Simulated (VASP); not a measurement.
## In3Ga13P16: single point with PBEsol

Crystal: In3Ga13P16.

```
Ga P In
1.0
    11.04082    0.00000    0.00000
     0.00000   11.04082    0.00000
     0.00000    0.00000   11.04082
Ga P In
26 32 6
Cartesian
  0.0329 11.0355 0.0300
  0.0886 0.0053 5.4991
  11.0394 5.5229 0.0010
  0.0521 5.5264 5.5188
  5.5024 0.0302 0.0601
  5.4326 0.0226 5.4609
  5.5183 5.5023 0.0220
  5.4695 5.4978 5.4891
  2.7637 2.7920 0.0268
  2.7573 2.7938 5.4990
  2.7400 8.2527 0.0473
  2.7340 8.2524 5.4708
  8.2890 2.8148 0.0065
  8.3044 8.2410 0.0322
  2.7585 0.0027 2.7535
  2.7604 5.5191 2.7596
  2.7441 5.5039 8.2835
  8.2791 5.5214 2.7188
  8.3058 5.5027 8.3285
  0.0525 2.7857 2.7390
  0.0367 2.8159 8.3152
  0.0473 8.2494 2.7371
  0.0316 8.2408 8.3035
  5.4726 2.7911 2.7337
  5.4980 2.8081 8.3023
  5.4715 8.2574 2.7340
  1.4054 1.3837 1.3777
  1.3225 1.4865 6.8398
  1.3903 6.8704 1.3890
  1.4048 6.8996 6.9012
  6.8399 1.4879 1.3220
  6.7293 1.3699 6.8900
  6.8946 6.8989 1.3806
  6.9027 6.7187 6.8981
  4.1185 4.1604 1.3883
  4.1164 4.1435 6.8992
  4.1142 9.6606 1.3792
  4.1041 9.6403 6.7549
  9.6692 4.1445 1.3833
  9.7558 4.2378 6.9923
  9.7402 9.5742 1.3257
  9.8278 9.6761 6.9088
  4.1040 1.4147 4.1068
  4.2036 1.4690 9.7501
  4.1153 6.8873 4.1226
  4.0498 6.8146 9.7466
  9.8136 1.3952 4.1397
  9.7685 1.4871 9.7660
  9.7468 6.8106 4.0463
  9.6546 6.8951 9.6635
  1.4028 4.1567 4.1285
  1.3970 4.1525 9.6821
  1.3934 9.6466 4.1076
  1.3357 9.5824 9.7346
  6.8210 4.2093 4.0416
  6.9090 4.1528 9.6643
  6.7490 9.6534 4.1233
  6.9073 9.6641 9.8367
  8.2841 2.8152 5.5368
  8.3100 8.2519 5.5077
  2.7505 0.0346 8.2940
  8.2866 0.0121 2.7303
  8.3122 0.0460 8.3311
  5.5101 8.2514 8.3053
```

```
Program                : VASP 6.6.1
Task                   : single point
Functional             : PBEsol
Potentials or basis    : VASP PAW PBE potentials, release 64 (Ga_d, P, In_d)
Cutoff                 : 500 eV
k mesh                 : 1 × 1 × 1, shifted
Occupations            : fermi-dirac, width 0.05 eV
Spin                   : no spin polarisation
Dipole correction      : no
Further INCAR settings : LREAL = Auto; ALGO = Normal; EDIFF = 1e-06; NBANDS = 326; ISYM = -1
```

```
Pressure               : -0.1 GPa
Largest force          : 0.025 eV/Å
Band gap on the k mesh : 1.79 eV
```

Forces on the atoms (eV/Å):
```
Ga  -0.001 -0.017 -0.003
Ga  -0.010 -0.005 -0.005
Ga  -0.001  0.000  0.000
Ga  -0.001  0.002 -0.004
Ga   0.007 -0.010  0.001
Ga  -0.005 -0.017 -0.003
Ga  -0.003 -0.001  0.000
Ga   0.010 -0.003 -0.003
Ga   0.001 -0.006 -0.001
Ga  -0.008 -0.011  0.006
Ga  -0.007 -0.003 -0.012
Ga  -0.001  0.002  0.002
Ga   0.000 -0.010 -0.010
Ga   0.006 -0.003  0.003
Ga   0.002  0.002  0.008
Ga   0.003  0.007  0.002
Ga   0.005  0.003  0.000
Ga  -0.003 -0.002  0.006
Ga  -0.002  0.006 -0.012
Ga  -0.002 -0.007  0.003
Ga  -0.008 -0.004 -0.011
Ga  -0.010  0.002 -0.001
Ga  -0.003  0.003 -0.008
Ga   0.008 -0.005 -0.002
Ga   0.003 -0.012 -0.015
Ga   0.000  0.001  0.005
P   -0.003  0.006 -0.005
P    0.010  0.018 -0.002
P    0.005 -0.006  0.003
P   -0.007 -0.003 -0.002
P   -0.012  0.013  0.003
P    0.005  0.012  0.017
P    0.012  0.000 -0.008
P    0.003 -0.002  0.010
P   -0.001  0.000 -0.002
P    0.002  0.005  0.005
P    0.003  0.004  0.001
P    0.014  0.011 -0.008
P   -0.003  0.009 -0.003
P    0.002 -0.009  0.015
P    0.008 -0.005 -0.004
P    0.015 -0.009 -0.011
P   -0.002  0.006 -0.010
P   -0.008  0.003  0.000
P    0.000  0.001 -0.002
P   -0.008 -0.003  0.008
P    0.009 -0.009  0.005
P   -0.005  0.017  0.006
P    0.015  0.000 -0.006
P    0.002  0.000  0.004
P   -0.003  0.003 -0.004
P    0.003 -0.002  0.004
P    0.006 -0.004  0.003
P   -0.006 -0.001  0.024
P   -0.006  0.011 -0.002
P    0.003 -0.003  0.007
P   -0.001  0.013  0.003
P   -0.015  0.005  0.005
In  -0.006 -0.003  0.003
In  -0.006  0.004  0.006
In  -0.001  0.004 -0.007
In  -0.002 -0.004  0.006
In  -0.002  0.002  0.001
In   0.002  0.003 -0.008
```

Stress tensor (GPa, compression positive):
```
-0.06 -0.63 -0.61
-0.63 -0.13 -0.63
-0.61 -0.63 -0.11
```

Levels at points of the mesh, in eV from the valence-band top:
```tsv
k point	band 286	band 287	band 288	band 289	band 290	band 291
(0.25, 0.25, 0.25)	-0.40	-0.02	0.00	1.79	1.95	1.96
```

It took 20 min on 1 thread of Intel(R) Xeon(R) Platinum 8259CL CPU @ 2.50GHz (Skylake/Cascade Lake), on a shared host, peak memory 1.2 GiB.

Caveat: the PAW data sets were made with another functional, which shifts forces and pressure a little; spin-orbit coupling is left out, which moves the levels of the heavy elements; a shifted mesh leaves out Γ, where band edges can lie. A k mesh can miss the band edges.
